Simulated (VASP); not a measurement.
A run of VASP 6.6.1:

Contents of INCAR:

```
PREC = Accurate
ENCUT = 600
EDIFF = 1E-6
ISMEAR = 1
SIGMA = 0.1
LREAL = False
LASPH = True
NELM = 120
ALGO = Normal
ISIF = 2
LWAVE = False
LCHARG = False
GGA = PE
NBANDS = 15
GGA_COMPAT = False
```

Contents of KPOINTS:

```
regular mesh
0
Gamma
  8 8 8
```

The input POSCAR:

```
TiC
1.0
    0.0000000000      2.1593000000      2.1593000000
    2.1593000000      0.0000000000      2.1593000000
    2.1593000000      2.1593000000      0.0000000000
Ti C
1 1
Direct
    0.0000000000      0.0000000000      0.0000000000
    0.5000000000      0.5000000000      0.5000000000
```

Potentials or basis: VASP PAW PBE potentials, release 64 (Ti_sv, C).

The run is started by

```sh
$ cat potpaw_PBE.64/Ti_sv/POTCAR potpaw_PBE.64/C/POTCAR > POTCAR
$ mpirun -np 1 vasp_std > vasp.out
```

Hardware: 1 thread of Intel Xeon 8259CL, on a shared host.

Task: Estimate the wall time of this run.

Result: Wall time 14 s on 1 thread of Intel Xeon 8259CL (shared host), peak memory 0.14 GiB. Counts: scf iterations 14, k points 29.
